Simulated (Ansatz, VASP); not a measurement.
One calculation of O, two programs

File INCAR:

```
SYSTEM = O
PREC = Accurate
ENCUT = 520
EDIFF = 1E-7
ISMEAR = -1
SIGMA = 0.05
LREAL = .FALSE.
LASPH = .TRUE.
NELM = 150
ALGO = Normal
ISIF = 2
LWAVE = .FALSE.
LCHARG = .FALSE.
ISPIN = 2
MAGMOM = 1 1
LORBIT = 11
GGA = PS
IBRION = 2
NSW = 80
EDIFFG = -0.02
```

Contents of KPOINTS:

```
regular mesh
0
G
  1 1 1
  0 0 0
```

File POSCAR:

```
O
1.0
    9.0000000000      0.0000000000      0.0000000000
    0.0000000000      9.5000000000      0.0000000000
    0.0000000000      0.0000000000     10.0000000000
O
2
Direct
    0.5000000000      0.5000000000      0.4385000000
    0.5000000000      0.5000000000      0.5615000000
```

Input for Ansatz:

```yaml
crystal:
  lattice:
    - [9.0, 0.0, 0.0]
    - [0.0, 9.5, 0.0]
    - [0.0, 0.0, 10.0]
  atoms:
    - { symbol: O, position: [0.5, 0.5, 0.4385] }
    - { symbol: O, position: [0.5, 0.5, 0.5615] }
basis:
  ecutwfc: 530.0
kpoints:
  mp_grid:
    grid: [1, 1, 1]
hamiltonian:
  xc: pbesol
magnetization:
  spin_polarized: true
  per_species:
    O: 1.0
scf:
  algorithm: direct_min
  occupations:
    method: fermi_dirac
    width: 0.05
  eigensolver:
    kind: davidson
relax:
  f_tol: 0.02
output:
  stress: true
```

Alike in both runs: task relaxation of the atoms; functional PBEsol; k mesh 1 × 1 × 1; occupations fermi-dirac, width 0.05 eV; collinear spin.

```csv
,VASP,Ansatz
version,VASP 6.6.1,Ansatz 0.2.0
potentials or method,"VASP PAW PBE potentials, release 64 (O), cutoff 520 eV","plane waves, PAW"
valence electrons in the cell,12,12
```

```csv
,VASP,Ansatz,Ansatz less VASP
"gap on the k mesh at the Fermi level, each at its own relaxed structure (eV)",2.26,2.25,-0.013
net moment per atom (μB),1.00,1.00,0.000
size of the moment on the site where the two differ most (μB),0.81,0.55,-0.258
```

VASP's potentials were made for PBE, not for PBEsol. Site moments also hang on the region over which each program counts them. Ansatz's warnings: end state compared, stress scf threshold loose.

Noted on VASP's run: the standard files for N, O and F lose accuracy on very short bonds.
